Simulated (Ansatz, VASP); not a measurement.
Two plane-wave programs on AlNi

```xyz
2
Lattice="2.8928 0.0000 0.0000 0.0000 2.8928 0.0000 0.0000 0.0000 2.8928" Properties=species:S:1:pos:R:3 pbc="T T T"
Al    0.0000    0.0000    0.0000
Ni    1.4464    1.4464    1.4464
```

Alike in both runs: functional PBE; k mesh 16 × 16 × 16; occupations methfessel-paxton of order 1, width 0.1 eV; no spin polarisation.

Ansatz relaxed the structure, and its values are those at the end. VASP's run is a single point on that final structure, the one shown.

|  | VASP | Ansatz |
| --- | --- | --- |
| version | VASP 6.6.1 | Ansatz 0.2.0 |
| potentials or method | VASP PAW PBE potentials, release 64 (Al, Ni) | scalar-relativistic, plane waves, PAW |
| plane-wave cutoff (eV) | 520 | 420 |
| valence electrons in the cell | 13 | 21 |

```tsv
	VASP	Ansatz	Ansatz less VASP
gap on the k mesh at the Fermi level (eV)	none	none	-
pressure (GPa)	0.0	0.0	0.00
```

A gap of «none» marks a metal or a gap that the smearing closes. VASP's potentials hold 13 valence electrons a cell and Ansatz's 21, so a difference there can come from the potentials and not from the codes.
